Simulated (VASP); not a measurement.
## Zn: single point with PBE

The system is Zn, a slab with vacuum.

```
Zn
1.0
     2.63563    0.00000    0.00000
    -1.31781    2.28252    0.00000
     0.00000    0.00000   28.73130
Zn
6
Direct
  0.83333 0.16667 0.28356
  0.16667 0.83333 0.37140
  0.83333 0.16667 0.45657
  0.16667 0.83333 0.54343
  0.83333 0.16667 0.62860
  0.16667 0.83333 0.71644
```

```yaml
Program: VASP 6.6.1
Task: single point
Functional: PBE
Potentials_or_basis: VASP PAW PBE potentials, release 64 (Zn)
Cutoff: 520 eV
k_mesh: 16 × 16 × 1
Occupations: fermi-dirac, width 0.08 eV
Spin: no spin polarisation
Dipole_correction: no
Further_INCAR_settings: ALGO = Normal; EDIFF = 1e-06; NBANDS = 45
```

| Item | Value |
| --- | --- |
| Largest force | 0.006 eV/Å |
| Band gap on the k mesh | zero (bands 36 and 37 overlap by 4.02 eV) |

Forces in eV/Å, atoms in the order of the input:
```
Zn   0.000  0.000 -0.006
Zn   0.000  0.000 -0.006
Zn   0.000  0.000  0.000
Zn   0.000  0.000  0.000
Zn   0.000  0.000  0.006
Zn   0.000  0.000  0.006
```

Levels at points of the mesh, in eV from the Fermi level:
```tsv
k point	band 33	band 34	band 35	band 36	band 37	band 38	band 39	band 40
(0.00, 0.00, 0.00)	-6.88	-6.88	-5.88	-4.23	-2.77	-0.57	1.51	3.20
(0.50, 0.00, 0.00)	-1.90	-1.79	-1.35	-1.26	0.58	0.74	1.31	1.70
```

It took 5.9 min on 1 thread of Oxide Virtual Turin-like Processor (shared host), peak memory 0.33 GiB.

Caveat: there is no dipole correction, which matters where the two faces differ.
